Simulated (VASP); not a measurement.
# CdSe (F-43m) in VASP: notebook

Runs on CdSe. Level: PBEsol+D3(BJ). Tasks: single point.

Program: VASP 6.6.1. These are calculated values, not measurements. Logs are shortened: lines on timing, memory, paths and dates and some standing lists are left out, and cuts for length are marked.

**1. The cell of the first run**

Symmetry: F-43m, No. 216, cubic system. Conventional cell: a = 6.015 Å, b = 6.015 Å, c = 6.015 Å, α = 90.00°, β = 90.00°, γ = 90.00°. Cd (site symmetry -43m) has 4 Se at 2.60 Å within 3.4 Å. Within 3.4 Å of Se (site symmetry -43m) lie 4 Cd at 2.60 Å.

**2. Single point, PBEsol+D3(BJ) (volume scaled by 0.94)**

Input file INCAR:

```
PREC = Accurate ; ENCUT = 520
EDIFF = 1E-6 ; ISMEAR = 0
SIGMA = 0.1 ; LREAL = False
LASPH = True ; NELM = 80
ALGO = Normal ; ISIF = 2
LWAVE = False ; LCHARG = False
GGA = PS ; IVDW = 12
NBANDS = 16
```

Input file KPOINTS:

```
regular mesh
0
Gamma
  8 8 8
```

Input file POSCAR:

```
CdSe
1.0
    0.0000000000      3.0075950161      3.0075950161
    3.0075950161      0.0000000000      3.0075950161
    3.0075950161      3.0075950161      0.0000000000
Cd Se
1 1
Direct
    0.0000000000      0.0000000000      0.0000000000
    0.2500000000      0.2500000000      0.2500000000
```

Potentials or basis: VASP PAW PBE potentials, release 64 (Cd, Se).

The run is started by

```console
> cat potpaw_PBE.64/Cd/POTCAR potpaw_PBE.64/Se/POTCAR > POTCAR
> mpirun -np 1 vasp_std > vasp.out
```

OUTCAR:

```text
PREC = Accurate
   ENCUT = 520
   EDIFF = 1E-6
   ISMEAR = 0
   LREAL = False
   LASPH = True
   NELM = 80
   ISIF = 2
   GGA = PS
   IVDW = 12
 IVDW          = 12

 ion  position               nearest neighbor table
   1  0.000  0.000  0.000-   2 2.60   2 2.60   2 2.60   2 2.60
   2  0.250  0.250  0.250-   1 2.60   1 2.60   1 2.60   1 2.60

  LATTYP: Found a face centered cubic cell.
 ALAT       =     6.0151900322

  Lattice vectors:

 A1 = (   0.0000000000,   3.0075950161,   3.0075950161)
 A2 = (   3.0075950161,   0.0000000000,   3.0075950161)
 A3 = (   3.0075950161,   3.0075950161,   0.0000000000)

Analysis of symmetry for initial positions (statically):
=====================================================================
 Subroutine PRICEL returns:
 Original cell was already a primitive cell.

 Routine SETGRP: Setting up the symmetry group for a
 face centered cubic supercell.

 Subroutine GETGRP returns: Found 24 space group operations
 (whereof 24 operations were pure point group operations)
 out of a pool of 48 trial point group operations.

The static configuration has the point symmetry T_d .

Analysis of symmetry for dynamics (positions and initial velocities):
=====================================================================
 Subroutine PRICEL returns:
 Original cell was already a primitive cell.

 Routine SETGRP: Setting up the symmetry group for a
 face centered cubic supercell.

 Subroutine GETGRP returns: Found 24 space group operations
 (whereof 24 operations were pure point group operations)
 out of a pool of 48 trial point group operations.

The dynamic configuration has the point symmetry T_d .

 Subroutine INISYM returns: Found 24 space group operations
 (whereof 24 operations are pure point group operations),
 and found     1 'primitive' translations

----------------------------------------------------------------------------------------

                                     Primitive cell

  volume of cell :      54.4112

  direct lattice vectors                    reciprocal lattice vectors
     0.000000000  3.007595016  3.007595016    -0.166245787  0.166245787  0.166245787
     3.007595016  0.000000000  3.007595016     0.166245787 -0.166245787  0.166245787
     3.007595016  3.007595016  0.000000000     0.166245787  0.166245787 -0.166245787

  length of vectors
     4.253381662  4.253381662  4.253381662     0.287946149  0.287946149  0.287946149

  position of ions in fractional coordinates (direct lattice)
     0.000000000  0.000000000  0.000000000
     0.250000000  0.250000000  0.250000000

  ion indices of the primitive-cell ions
   primitive index   ion index
                 1           1
                 2           2

----------------------------------------------------------------------------------------

 KPOINTS: regular mesh

Automatic generation of k-mesh.
 Grid dimensions read from file:
 generate k-points for:    8    8    8

 Generating k-lattice:

  Cartesian coordinates                     Fractional coordinates (reciprocal lattice)
    -0.020780723  0.020780723  0.020780723     0.125000000  0.000000000  0.000000000
     0.020780723 -0.020780723  0.020780723     0.000000000  0.125000000  0.000000000
     0.020780723  0.020780723 -0.020780723     0.000000000  0.000000000  0.125000000

  Length of vectors
     0.035993269  0.035993269  0.035993269

  Shift w.r.t. Gamma in fractional coordinates (k-lattice)
     0.000000000  0.000000000  0.000000000

 Subroutine IBZKPT returns following result:
 ===========================================

 Found     29 irreducible k-points:

 Following reciprocal coordinates:
            Coordinates               Weight
  0.000000  0.000000  0.000000      1.000000
  0.125000  0.000000  0.000000      8.000000
  0.250000  0.000000  0.000000      8.000000
  0.375000  0.000000  0.000000      8.000000
  0.500000  0.000000  0.000000      4.000000
  0.125000  0.125000  0.000000      6.000000
[... 16 lines left out ...]
  0.500000  0.250000  0.125000     48.000000
 -0.375000  0.250000  0.125000     24.000000
 [... further k-points ...]
   k-points           NKPTS =     29   k-points in BZ     NKDIM =     29   number of bands    NBANDS=     16
   number of dos      NEDOS =    301   number of ions     NIONS =      2
   total plane-waves  NPLWV =  32768
   dimension x,y,z NGX =    32 NGY =   32 NGZ =   32
   dimension x,y,z NGXF=    64 NGYF=   64 NGZF=   64
   ions per type =               1   1
   NGX,Y,Z   is equivalent  to a cutoff of  12.51, 12.51, 12.51 a.u.
   NGXF,Y,Z  is equivalent  to a cutoff of  25.01, 25.01, 25.01 a.u.
 SYSTEM =  unknown system
   PREC   = accura    normal or accurate (medium, high low for compatibility)
   ISTART =      0    job   : 0-new  1-cont  2-samecut
   ICHARG =      2    charge: 1-file 2-atom 10-const
   ISPIN  =      1    spin polarized calculation?
   LNONCOLLINEAR =      F non collinear calculations
   LSORBIT =      F    spin-orbit coupling
   LASPH  =      T    aspherical Exc in radial PAW
   ENCUT  =  520.0 eV  38.22 Ry    6.18 a.u.   7.91  7.91  7.91*2*pi/ulx,y,z
   NELM   =     80;   NELMIN=  2; NELMDL= -5     # of ELM steps
   EDIFF  = 0.1E-05   stopping-criterion for ELM
   LREAL  =      F    real-space projection
   EDIFFG = 0.1E-04   stopping-criterion for IOM
   NSW    =      0    number of steps for IOM
   IBRION =     -1    ionic relax: 0-MD 1-quasi-New 2-CG
   NFREE  =      0    steps in history (QN), initial steepest desc. (CG)
   ISIF   =      2    stress and relaxation
   ISYM   =      2    0-nonsym 1-usesym 2-fastsym
   POTIM  = 0.5000    time-step for ionic-motion
   TEBEG  =    0.0;   TEEND  =   0.0 temperature during run
   PSTRESS=    0.0 pullay stress
   NELECT =      18.0000    total number of electrons
   NUPDOWN=      -1.0000    fix difference up-down
   EMIN   =  10.00;   EMAX   =-10.00  energy-range for DOS
   EFERMI =   0.00;   METHOD = LEGACY
   ISMEAR =     0;   SIGMA  =   0.10  broadening in eV -4-tet -1-fermi 0-gaus
   EFERMI_NEDOS =   21; number of points for ismear=-14 and -15
   IALGO  =     38    algorithm
   IMIX   =      4    mixing-type and parameters
     AMIX     =   0.40;   BMIX     =  1.00
     AMIX_MAG =   1.60;   BMIX_MAG =  1.00
  volume/ion in A,a.u.               =      27.21       183.59
  Fermi-wavevector in a.u.,A,eV,Ry     =   1.132234  2.139613 17.442050  1.281955
  Thomas-Fermi vector in A             =   2.268935
   LORBIT       =      0    0 simple, 1 ext, 2 COOP (PROOUT), +10 PAW based schemes
   GGA     = PS    functional components
   LHFCALC =     F    Hartree Fock is set to
   AEXX    =    0.0000 exact exchange contribution
   IVDW    =    12    specifies the selected vdW correction
   LEPSILON=     F    determine dielectric tensor
   LRPA    =     F    only Hartree local field effects (RPA)
 non-spin polarized calculation
 Gauss-broadening in eV      SIGMA  =   0.10
  energy-cutoff  :      520.00
  volume of cell :       54.41
 maximum number of plane-waves:      1477
   NGX = 15   NGY = 15   NGZ = 15

 number of electron      17.9999992 magnetization

 Free energy of the ion-electron system (eV)
  ---------------------------------------------------
  ext. energy  EPLUGINS =         0.00000000
  ---------------------------------------------------
  free energy    TOTEN  =        -6.16253215 eV

  energy without entropy =       -6.16253194  energy(sigma->0) =       -6.16253204

 E-fermi :   1.3675     XC(G=0):  -9.2524

 val. band max:        1.0841054096   @ k =   0.0000   0.0000   0.0000
 cond. band min:       1.6320528672   @ k =   0.0000   0.0000   0.0000
 fundamental gap:      0.5479474576
 Fermi energy:         1.3675403210

 k-point     1 :       0.0000    0.0000    0.0000
  band No.  band energies     occupation
      1     -11.7357      2.00000
      2      -6.9519      2.00000
      3      -6.9519      2.00000
      4      -6.9519      2.00000
      5      -6.5328      2.00000
      6      -6.5328      2.00000
[... 8 lines left out ...]
     15      12.2256      0.00000
     16      12.2256      0.00000

 k-point     2 :       0.1250    0.0000    0.0000
  band No.  band energies     occupation
      1     -11.6767      2.00000
      2      -6.9328      2.00000
      3      -6.9328      2.00000
      4      -6.9034      2.00000
      5      -6.5340      2.00000
      6      -6.5340      2.00000
[... 8 lines left out ...]
     15      11.3827      0.00000
     16      11.5284      0.00000

 k-point     3 :       0.2500    0.0000    0.0000
  band No.  band energies     occupation
      1     -11.5321      2.00000
      2      -6.8911      2.00000
      3      -6.8911      2.00000
      4      -6.7325      2.00000
      5      -6.5309      2.00000
      6      -6.5309      2.00000
[... 8 lines left out ...]
     15      11.1303      0.00000
     16      11.1303      0.00000

 k-point     4 :       0.3750    0.0000    0.0000
  band No.  band energies     occupation
      1     -11.3854      2.00000
      2      -6.8581      2.00000
      3      -6.8581      2.00000
      4      -6.5165      2.00000
      5      -6.5165      2.00000
      6      -6.4265      2.00000
[... 8 lines left out ...]
     15      12.0534      0.00000
     16      12.0534      0.00000

 k-point     5 :       0.5000    0.0000    0.0000
  band No.  band energies     occupation
      1     -11.3243      2.00000
      2      -6.8477      2.00000
      3      -6.8477      2.00000
      4      -6.5066      2.00000
      5      -6.5066      2.00000
      6      -6.2137      2.00000
[... 8 lines left out ...]
     15      13.2762      0.00000
     16      13.2762      0.00000

 k-point     6 :       0.1250    0.1250    0.0000
  band No.  band energies     occupation
      1     -11.6571      2.00000
      2      -6.9145      2.00000
      3      -6.9145      2.00000
      4      -6.9115      2.00000
      5      -6.5460      2.00000
      6      -6.5232      2.00000
[... 8 lines left out ...]
     15      12.0799      0.00000
     16      12.3581      0.00000

 k-point     7 :       0.2500    0.1250    0.0000
  band No.  band energies     occupation
      1     -11.5412      2.00000
      2      -6.8878      2.00000
      3      -6.8699      2.00000
      4      -6.7883      2.00000
      5      -6.5486      2.00000
      6      -6.5142      2.00000
[... 8 lines left out ...]
     15      12.1101      0.00000
     16      12.5105      0.00000

 k-point     8 :       0.3750    0.1250    0.0000
  band No.  band energies     occupation
      1     -11.3955      2.00000
      2      -6.8545      2.00000
      3      -6.8319      2.00000
      4      -6.5968      2.00000
      5      -6.5039      2.00000
      6      -6.4602      2.00000
[... 8 lines left out ...]
     15      12.1102      0.00000
     16      12.6770      0.00000

 k-point     9 :       0.5000    0.1250    0.0000
  band No.  band energies     occupation
      1     -11.3062      2.00000
      2      -6.8369      2.00000
      3      -6.8194      2.00000
      4      -6.5390      2.00000
      5      -6.5038      2.00000
      6      -6.2043      2.00000
[... 8 lines left out ...]
     15      12.5907      0.00000
     16      13.3386      0.00000
[... 172 lines left out ...]
 k-point    19 :       0.5000    0.3750    0.0000
  band No.  band energies     occupation
      1     -11.2147      2.00000
      2      -6.7567      2.00000
      3      -6.6844      2.00000
      4      -6.6601      2.00000
      5      -6.4777      2.00000
      6      -6.1580      2.00000
[... 8 lines left out ...]
     15      13.7161      0.00000
     16      14.4268      0.00000

 k-point    20 :      -0.3750    0.3750    0.0000
  band No.  band energies     occupation
      1     -11.2068      2.00000
      2      -6.7775      2.00000
      3      -6.7058      2.00000
      4      -6.6114      2.00000
      5      -6.5005      2.00000
      6      -6.0441      2.00000
[... 8 lines left out ...]
     15      12.6351      0.00000
     16      15.1488      0.00000

 k-point    21 :       0.5000    0.5000    0.0000
  band No.  band energies     occupation
      1     -11.1949      2.00000
      2      -6.7520      2.00000
      3      -6.6590      2.00000
      4      -6.6590      2.00000
      5      -6.4669      2.00000
      6      -6.1468      2.00000
[... 8 lines left out ...]
     15      13.5195      0.00000
     16      14.5206      0.00000

 k-point    22 :       0.3750    0.2500    0.1250
  band No.  band energies     occupation
      1     -11.4250      2.00000
      2      -6.8463      2.00000
      3      -6.8240      2.00000
      4      -6.6726      2.00000
      5      -6.5271      2.00000
      6      -6.4854      2.00000
[... 8 lines left out ...]
     15      12.6530      0.00000
     16      13.8362      0.00000

 k-point    23 :       0.5000    0.2500    0.1250
  band No.  band energies     occupation
      1     -11.3086      2.00000
      2      -6.8143      2.00000
      3      -6.7941      2.00000
      4      -6.5889      2.00000
      5      -6.5089      2.00000
      6      -6.2850      2.00000
[... 8 lines left out ...]
     15      13.0149      0.00000
     16      13.6908      0.00000

 k-point    24 :      -0.3750    0.2500    0.1250
  band No.  band energies     occupation
      1     -11.2605      2.00000
      2      -6.8091      2.00000
      3      -6.7800      2.00000
      4      -6.5571      2.00000
      5      -6.5153      2.00000
      6      -6.1172      2.00000
[... 8 lines left out ...]
     15      12.7351      0.00000
     16      13.7492      0.00000

 [... further k-points ...]

------------------------ aborting loop because EDIFF is reached ----------------------------------------

 Edisp (eV)   -0.61037

 E8    (eV) :    -0.3993

  FORCE on cell =-STRESS in cart. coord.  units (eV):
  Direction    XX          YY          ZZ          XY          YZ          ZX
  --------------------------------------------------------------------------------------
  -------------------------------------------------------------------------------------
  Total       0.15773     0.15773     0.15773     0.00000    -0.00000     0.00000
  in kB       4.64453     4.64453     4.64453     0.00000    -0.00000     0.00000
  external pressure =        4.64 kB  Pullay stress =        0.00 kB

 VOLUME and BASIS-vectors are now :
 -----------------------------------------------------------------------------
  energy-cutoff  :      520.00
  volume of cell :       54.41
      direct lattice vectors                 reciprocal lattice vectors
     0.000000000  3.007595016  3.007595016    -0.166245787  0.166245787  0.166245787
     3.007595016  0.000000000  3.007595016     0.166245787 -0.166245787  0.166245787
     3.007595016  3.007595016  0.000000000     0.166245787  0.166245787 -0.166245787

 POSITION                                       TOTAL-FORCE (eV/Angst)
 -----------------------------------------------------------------------------------
      0.00000      0.00000      0.00000         0.000000     -0.000000     -0.000000
      1.50380      1.50380      1.50380        -0.000000      0.000000      0.000000
 -----------------------------------------------------------------------------------
    total drift:                               -0.000000     -0.000000     -0.000000

  FREE ENERGIE OF THE ION-ELECTRON SYSTEM (eV)
  ---------------------------------------------------
  free  energy   TOTEN  =        -6.7729051493 eV

  energy  without entropy=       -6.7729049412  energy(sigma->0) =       -6.77290505
```

Run time: 25 s. Hardware: 1 thread of Intel Xeon Platinum 8488C (Sapphire Rapids), shared host; peak memory 0.19 GiB.

Results:

```
Free energy                : -6.7729 eV
Pressure                   : 0.5 GPa
Band gap on the k mesh     : 0.55 eV, direct
Dispersion energy per atom : -0.305 eV
```

Caveat: three body term missing; the PAW data sets were made with another functional, which shifts forces and pressure a little.

**3. Single point, PBEsol+D3(BJ) (volume scaled by 0.96)**

Input file INCAR:

```
SYSTEM = CdSe
  PREC = Accurate
  ENCUT = 520
  EDIFF = 1E-6
  ISMEAR = 0
  SIGMA = 0.1
  LREAL = .False.
  LASPH = .True.
  NELM = 100
  ALGO = Normal
  ISIF = 2
  LWAVE = .False.
  LCHARG = .True.
  GGA = PS
  IVDW = 12
  LELF = .True.
  LVHAR = .True.
  NBANDS = 16
```

Input file KPOINTS:

```
Automatic mesh
0
Gamma
  8 8 8
  0 0 0
```

Input file POSCAR:

```
CdSe
1.0
    0.0000000000      3.0287759606      3.0287759606
    3.0287759606      0.0000000000      3.0287759606
    3.0287759606      3.0287759606      0.0000000000
Cd Se
1 1
Direct
    0.0000000000      0.0000000000      0.0000000000
    0.2500000000      0.2500000000      0.2500000000
```

Potentials or basis: VASP PAW PBE potentials, release 64 (Cd, Se).

The run is started by

```console
> cat potpaw_PBE.64/Cd/POTCAR potpaw_PBE.64/Se/POTCAR > POTCAR
> mpirun -np 1 vasp_std > vasp.out
```

Wall time 23 s (1 thread of Intel Xeon Platinum 8488C (Sapphire Rapids), shared host); peak memory 0.19 GiB.

The run converged. Its results:

| Item | Value |
| --- | --- |
| Free energy | -6.7720 eV |
| Pressure | -0.7 GPa |
| Band gap on the k mesh | 0.51 eV, direct |
| Dispersion energy per atom | -0.299 eV |

Levels at points of the mesh, in eV from the valence-band top:
| k point | band 5 | band 6 | band 7 | band 8 | band 9 | band 10 | band 11 | band 12 | band 13 | band 14 |
| --- | --- | --- | --- | --- | --- | --- | --- | --- | --- | --- |
| (0.00, 0.00, 0.00) | -7.56 | -7.56 | 0.00 | 0.00 | 0.00 | 0.51 | 5.85 | 5.85 | 5.85 | 9.64 |
| (0.50, 0.00, 0.00) | -7.54 | -7.26 | -4.52 | -0.78 | -0.78 | 2.30 | 6.36 | 6.36 | 7.31 | 9.91 |
| (0.50, 0.50, 0.00) | -7.50 | -7.19 | -4.19 | -1.92 | -1.92 | 2.98 | 3.68 | 9.04 | 10.20 | 10.20 |

Caveat: three body term missing; the PAW data sets were made with another functional, which shifts forces and pressure a little.

**4. Single point, PBEsol+D3(BJ) (volume scaled by 0.98)**

Input file INCAR:

```
SYSTEM = CdSe
ALGO     = Normal         ! electronic algorithm
EDIFF    = 1E-7           ! SCF threshold, eV
ENCUT    = 520            ! plane-wave cutoff, eV
GGA      = PS             ! functional
ISIF     = 2              ! what is computed and relaxed
ISMEAR   = 0              ! smearing method
IVDW     = 12             ! dispersion correction
LASPH    = .TRUE.         ! aspherical terms in the spheres
LCHARG   = .FALSE.        ! write CHGCAR
LREAL    = .FALSE.        ! projectors in reciprocal space
LWAVE    = .FALSE.        ! write WAVECAR
NBANDS   = 16             ! bands
NELM     = 60             ! most SCF steps
PREC     = Accurate       ! precision mode
SIGMA    = 0.1            ! smearing width, eV
```

Input file KPOINTS:

```
k-points
0
G
  8 8 8
  0 0 0
```

Input file POSCAR:

```
CdSe
1.0
    0.0000000000      3.0496647307      3.0496647307
    3.0496647307      0.0000000000      3.0496647307
    3.0496647307      3.0496647307      0.0000000000
Cd Se
1 1
Direct
    0.0000000000      0.0000000000      0.0000000000
    0.2500000000      0.2500000000      0.2500000000
```

The run is started by

```console
> cat potpaw_PBE.64/Cd/POTCAR potpaw_PBE.64/Se/POTCAR > POTCAR
> mpirun -np 1 vasp_std > vasp.out
```

Wall time 29 s (1 thread of Intel Xeon Platinum 8488C (Sapphire Rapids), shared host); peak memory 0.19 GiB.

Results (log left out):

```
Free energy                : -6.7629 eV
Pressure                   : -1.8 GPa
Band gap on the k mesh     : 0.47 eV, direct
Dispersion energy per atom : -0.293 eV
```

Levels at points of the mesh, in eV from the valence-band top:
| k point | band 7 | band 8 | band 9 | band 10 | band 11 | band 12 |
| --- | --- | --- | --- | --- | --- | --- |
| (0.00, 0.00, 0.00) | 0.00 | 0.00 | 0.00 | 0.47 | 5.85 | 5.85 |
| (0.50, 0.00, 0.00) | -4.40 | -0.75 | -0.75 | 2.28 | 6.36 | 6.36 |
| (0.50, 0.50, 0.00) | -4.09 | -1.85 | -1.85 | 3.02 | 3.67 | 8.94 |

Caveat: three body term missing; the PAW data sets were made with another functional, which shifts forces and pressure a little.

**5. The runs side by side**

| cell | gap on the mesh (eV) | pressure (GPa) |
| --- | --- | --- |
| a = 4.253 Å, angles 60.0°, 2 atoms | 0.55 | 0.5 |
| a = 4.283 Å, angles 60.0°, 2 atoms | 0.51 | -0.7 |
| a = 4.313 Å, angles 60.0°, 2 atoms | 0.47 | -1.8 |

Alike in all rows: task single point; level PBEsol+D3(BJ); potentials or basis VASP PAW PBE potentials, release 64 (Cd, Se); no spin polarisation; k mesh 8 × 8 × 8; cutoff (eV) 520; smearing gaussian 0.1 eV.

Caveats: three body term missing; the PAW data sets were made with another functional, which shifts forces and pressure a little.

Absolute energies hang on the potentials; compare differences alone.
